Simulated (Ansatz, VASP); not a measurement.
# Si in VASP and in Ansatz

INCAR

```
PREC     = Accurate       # precision mode
ENCUT    = 600            # plane-wave cutoff, eV
EDIFF    = 1E-6           # SCF threshold, eV
ISMEAR   = -1             # smearing method
SIGMA    = 0.1            # smearing width, eV
LREAL    = F              # projectors in reciprocal space
LASPH    = T              # aspherical terms in the spheres
NELM     = 60             # most SCF steps
ALGO     = Normal         # electronic algorithm
ISIF     = 3              # what is computed and relaxed
LWAVE    = F              # write WAVECAR
LCHARG   = F              # write CHGCAR
GGA      = PE             # functional
IBRION   = 2              # ionic algorithm
NSW      = 80             # ionic steps
EDIFFG   = -0.01          # ionic threshold
```

The input KPOINTS:

```
Automatic mesh
0
Gamma
  13 13 7
```

The input POSCAR:

```
Si
1.0
    2.7691764586      0.0000000000      0.0000000000
   -1.3845882293      2.3981771607      0.0000000000
    0.0000000000      0.0000000000      4.5220651569
Si
2
Direct
    0.3333333333      0.6666666667      0.2500000000
    0.6666666667      0.3333333333      0.7500000000
```

Input for Ansatz:

```yaml
crystal:
  lattice:
    - [2.7691764586, 0.0, 0.0]
    - [-1.3845882293, 2.3981771607, 0.0]
    - [0.0, 0.0, 4.5220651569]
  atoms:
    - { symbol: Si, position: [0.3333333333, 0.6666666667, 0.25] }
    - { symbol: Si, position: [0.6666666667, 0.3333333333, 0.75] }
hamiltonian:
  xc: pbe
  pseudopotentials:
    kind: paw
    azcp:
      Si: "pseudopotentials/Si.paw.azcp"
basis:
  ecutwfc: 420
  fft_grid_basis: typed
kpoints:
  mp_grid: { grid: [13, 13, 7], shift: [0, 0, 0] }
magnetization:
  spin_polarized: false
scf:
  occupations: { method: fermi_dirac, width: 0.1 }
relax:
  max_steps: 60
  f_tol: 0.01
  cell: {}
```

Alike in both runs: task relaxation of cell and atoms; functional PBE; k mesh 13 × 13 × 7; occupations fermi-dirac, width 0.1 eV; no spin polarisation.

|  | VASP | Ansatz |
| --- | --- | --- |
| version | VASP 6.6.1 | Ansatz 0.2.0 |
| potentials or method | VASP PAW PBE potentials, release 64 (Si), cutoff 600 eV | plane waves (420 eV) with PAW, scalar-relativistic |
| valence electrons in the cell | 8 | 8 |

Ansatz gave:

| Item | Value |
| --- | --- |
| relaxed volume (Å³/atom) | 14.39 |
| relaxed cell length with the largest relative difference (Å) | 2.701 |

Estimate VASP's values.

relaxed volume (Å³/atom): 14.38; relaxed cell length with the largest relative difference (Å): 2.700.
